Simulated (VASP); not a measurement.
# Al17P16 (a cell with a defect) in VASP: further runs, part 2 of 2

VASP 6.6.1. Earlier steps stand in the parts before.

### 3 Single point, PBE

Input file INCAR:

```
SYSTEM = Al17P16
  ALGO = Normal
  EDIFF = 1E-7
  ENCUT = 520
  GGA = PE
  ISIF = 2
  ISMEAR = -4
  LASPH = .TRUE.
  LCHARG = .TRUE.
  LELF = .TRUE.
  LREAL = Auto
  LVHAR = .TRUE.
  LWAVE = .FALSE.
  NBANDS = 88
  NELECT = 128.0
  NELM = 80
  PREC = Accurate
  SIGMA = 0.01
```

Input file KPOINTS:

```
Automatic mesh
0
Gamma
  2 2 2
  0.5 0.5 0.5
```

Input file POSCAR:

```
Al17P16
1.0
    5.5073398859      5.5073398859     -5.5073398859
   -5.5073398859     -5.5073398859     -5.5073398859
   -5.5073398859      5.5073398859      5.5073398859
Al P
17 16
Direct
    0.2506434349      0.0017229446      0.7523831180
    0.4996202364      0.7501987483      0.7487633836
    0.7234421405      0.4745709702      0.7245318170
    0.7511168368      0.0016575852      0.2516966085
   -0.0008676354      1.0257680892      0.0002732905
    0.2748597478      0.7502491674      0.0002570840
    0.4996308414      0.4986867326      0.0002406691
    0.7476250608      0.2507341246      0.0002408764
   -0.0009028533      0.2506550698      0.7488382548
    0.4986023431     -0.0017530416      0.4997703886
    0.7475837433      0.7501697264      0.5007937832
   -0.0009131356      0.7501658784      0.2760836805
    0.2505622812      0.5021841811      0.2517262347
    0.4986181277      0.2497042142      0.2482655035
   -0.0009156670      0.4987020297      0.5008007778
    0.2470820137      0.2496859903      0.4997447684
   -0.0008447229      0.7500365209      0.0004140101
    0.2413835335      0.9924059206      0.0003375139
    0.5142503995      0.7501612003      0.0002407083
    0.7569143948      0.5079979687      0.0002797247
    0.7491019395      0.0001816888      0.5002326945
   -0.0008834914      0.9923321314      0.2424980085
    0.2413105592      0.7502109910      0.2424982810
    0.4990968327      0.5001966452      0.2502377296
    0.7491104547      0.2501910213      0.2502421105
   -0.0008942483      0.2652366103      0.0003126941
    0.4991114332      1.0002170552      0.7502686814
    0.7568563679      0.7501905968      0.7580369761
   -0.0008690218      0.7502295002      0.5155564311
    0.2490806256      0.5002015025      0.5002590190
    0.4839846109      0.2351069422      0.4851342499
   -0.0008454920      0.5079615867      0.7581117899
    0.2490900822      0.2501745594      0.7502700697
```

Potentials or basis: VASP PAW PBE potentials, release 64 (Al, P).

Started as:

```sh
$ cat potpaw_PBE.64/Al/POTCAR potpaw_PBE.64/P/POTCAR > POTCAR
$ mpirun -np 1 vasp_std > vasp.out
```

OUTCAR:

```text
SYSTEM = Al17P16
   EDIFF = 1E-7
   ENCUT = 520
   GGA = PE
   ISIF = 2
   ISMEAR = -4
   LASPH = .TRUE.
   LREAL = Auto
   NELECT = 128.0
   NELM = 80
   PREC = Accurate

 ion  position               nearest neighbor table
   1  0.251  0.002  0.752-  29 2.36  33 2.38  27 2.38  18 2.43
   2  0.500  0.750  0.749-  19 2.36  30 2.38  27 2.38  28 2.43
   3  0.723  0.475  0.725-  31 2.28  28 2.44  32 2.44  20 2.44  17 2.63
   4  0.751  0.002  0.252-  19 2.36  25 2.38  21 2.38  22 2.43
   5  0.999  0.026  0.000-  26 2.28  18 2.44  28 2.44  22 2.44  17 2.63
   6  0.275  0.750  0.000-  19 2.28  18 2.43  32 2.44  23 2.44  17 2.63
   7  0.500  0.499  0.000-  19 2.36  24 2.38  33 2.38  20 2.43
   8  0.748  0.251  0.000-  26 2.36  27 2.38  25 2.38  20 2.43
   9  0.999  0.251  0.749-  26 2.36  33 2.38  21 2.38  32 2.43
  10  0.499  0.998  0.500-  31 2.36  27 2.38  21 2.38  23 2.43
  11  0.748  0.750  0.501-  29 2.36  24 2.38  21 2.38  28 2.43
  12  0.999  0.750  0.276-  29 2.28  22 2.44  20 2.44  23 2.44  17 2.63
  13  0.251  0.502  0.252-  26 2.36  30 2.38  24 2.38  23 2.43
  14  0.499  0.250  0.248-  31 2.36  25 2.38  24 2.38  18 2.43
  15  0.999  0.499  0.501-  29 2.36  30 2.38  25 2.38  32 2.43
  16  0.247  0.250  0.500-  31 2.36  30 2.38  33 2.38  22 2.43
[... 257 lines left out ...]
      3      -6.1206      2.00000
      4      -6.1203      2.00000
      5      -5.1645      2.00000
      6      -5.1356      2.00000
[... 305 lines left out ...]
     75       8.1427      0.00000
     76       8.2114      0.00000
 [bands above 76 left out]

------------------------ aborting loop because EDIFF is reached ----------------------------------------

  FORCE on cell =-STRESS in cart. coord.  units (eV):
  Direction    XX          YY          ZZ          XY          YZ          ZX
  --------------------------------------------------------------------------------------
  -------------------------------------------------------------------------------------
  Total      -24.8851961    -24.8922901    -24.8887584      0.0051936     -0.0030143     -0.0055389
  in kB      -59.6713713    -59.6883817    -59.6799133      0.0124535     -0.0072279     -0.0132814
  external PRESSURE =     -59.6798888 kB  Pullay stress =       0.0000000 kB

 VOLUME and BASIS-vectors are now :
 -----------------------------------------------------------------------------
  energy-cutoff  :      520.00
  volume of cell :      668.17
      direct lattice vectors                 reciprocal lattice vectors
     5.507339886  5.507339886 -5.507339886     0.000000000  0.090787932 -0.090787932
    -5.507339886 -5.507339886 -5.507339886    -0.090787932  0.000000000 -0.090787932
    -5.507339886  5.507339886  5.507339886    -0.090787932  0.090787932  0.000000000

 POSITION                                       TOTAL-FORCE (eV/Angst)
 -----------------------------------------------------------------------------------
     -2.77274      5.51452      2.75376         0.003054     -0.001201      0.000704
     -5.50372      2.74367     -2.75948        -0.001413      0.004859      0.002278
     -2.61962      5.36086     -2.60762         0.004562     -0.002294      0.005077
      2.74135      5.51371     -2.75961         0.001388      0.000421      0.001524
      5.35914      5.36215     -5.64297        -0.005441     -0.004815     -0.004339
     -2.61955     -2.61672     -5.64421         0.007230      0.007461     -0.003366
[... 25 lines left out ...]
     -1.47001      6.88035     -4.12502         0.007379     -0.000333      0.000214
     -4.13796      4.12602      1.38237        -0.001777     -0.001378      0.000624
 -----------------------------------------------------------------------------------
    total drift:                               -0.002776      0.001784      0.000105

  FREE ENERGIE OF THE ION-ELECTRON SYSTEM (eV)
  ---------------------------------------------------
  free  energy   TOTEN  =      -184.0059717864 eV

  energy  without entropy=     -184.0059717864  energy(sigma->0) =     -184.00597179
```

Wall time 17 min (1 thread of Oxide Virtual Turin-like, shared host); peak memory 0.73 GiB.

What came out:

* Free energy: -184.0060 eV
* Largest force: 0.011 eV/Å

Forces in eV/Å, atoms in the order of the input:
```
Al   0.003 -0.001  0.001
Al  -0.001  0.005  0.002
Al   0.005 -0.002  0.005
Al   0.001  0.000  0.002
Al  -0.005 -0.005 -0.004
Al   0.007  0.007 -0.003
Al  -0.001 -0.003 -0.003
Al   0.002  0.003 -0.001
Al   0.000  0.000 -0.001
Al   0.002 -0.002 -0.003
Al   0.001  0.001 -0.003
Al  -0.005  0.005  0.004
Al   0.002 -0.001 -0.001
Al   0.000  0.002  0.002
Al   0.000  0.001  0.000
Al   0.003  0.003 -0.001
Al   0.003 -0.001 -0.006
P    0.000 -0.001 -0.008
P   -0.001 -0.004  0.001
P    0.002  0.003  0.006
P   -0.003 -0.002  0.003
P   -0.009  0.001 -0.001
P    0.002  0.007 -0.001
P   -0.003 -0.001  0.003
P   -0.003 -0.001  0.001
P   -0.002 -0.002  0.001
P   -0.002 -0.001  0.002
P    0.001 -0.004 -0.003
P   -0.001 -0.002  0.001
P   -0.002 -0.001  0.001
P   -0.002 -0.002  0.004
P    0.007  0.000  0.000
P   -0.002 -0.001  0.001
```

Caveat: the cell carries a net charge on a neutralising background, which shifts energy and pressure; the cell is charged against a uniform background, so pressure and absolute levels hang on convention.
